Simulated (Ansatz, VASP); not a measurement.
Hf: VASP beside Ansatz

Contents of INCAR:

```
PREC = Accurate ; ENCUT = 520
EDIFF = 1E-6 ; ISMEAR = 0
SIGMA = 0.15 ; LREAL = False
LASPH = True ; NELM = 60
ALGO = Normal ; ISIF = 2
LWAVE = False ; LCHARG = True
GGA = PS ; LELF = True
LVHAR = True ; NBANDS = 11
```

Contents of KPOINTS:

```
Automatic mesh
0
Gamma
  18 18 18
```

POSCAR

```
Hf
1.0
   -1.7779250000      1.8050000000      1.8050000000
    1.7779250000     -1.8050000000      1.8050000000
    1.7779250000      1.8050000000     -1.8050000000
Hf
1
Direct
    0.0000000000      0.0000000000      0.0000000000
```

Input for Ansatz:

```yaml
crystal:
  lattice:
    - [-1.777925, 1.805, 1.805]
    - [1.777925, -1.805, 1.805]
    - [1.777925, 1.805, -1.805]
  atoms:
    - { symbol: Hf, position: [0.0, 0.0, 0.0] }
basis:
  ecutwfc: 420
kpoints:
  mp_grid: { grid: [18, 18, 18] }
hamiltonian:
  xc: pbesol
scf:
  occupations: { method: gaussian, width: 0.15 }
output:
  forces: true
  stress: true
  eigenvalues: true
  write_density: true
  write_potential: true
  elf: true
  volumetric_format: npy
```

Change from the starting cell: strain -0.0150 x Voigt [1, 0, 0, 0, 0, 0], atoms carried along.

Alike in both runs: task single point; functional PBEsol; k mesh 18 × 18 × 18; occupations gaussian, width 0.15 eV; no spin polarisation.

|  | VASP | Ansatz |
| --- | --- | --- |
| version | VASP 6.6.1 | Ansatz 0.2.0 |
| potentials or method | VASP PAW PBE potentials, release 64 (Hf_pv), cutoff 520 eV | scalar-relativistic, plane waves, PAW |
| valence electrons in the cell | 10 | 26 |

|  | VASP | Ansatz | Ansatz less VASP |
| --- | --- | --- | --- |
| gap on the k mesh at the Fermi level (eV) | none | none | - |
| pressure (GPa) | -8.1 | -7.8 | +0.31 |
| traceless stress, the component that is largest in VASP (GPa) | -0.46 | -0.44 | +0.015 |

VASP's potentials were made for PBE, not for PBEsol. A gap of «none» marks a metal or a gap that the smearing closes. VASP's potentials hold 10 valence electrons a cell and Ansatz's 26, so a difference there can come from the potentials and not from the codes.

Spin-orbit coupling is off throughout.
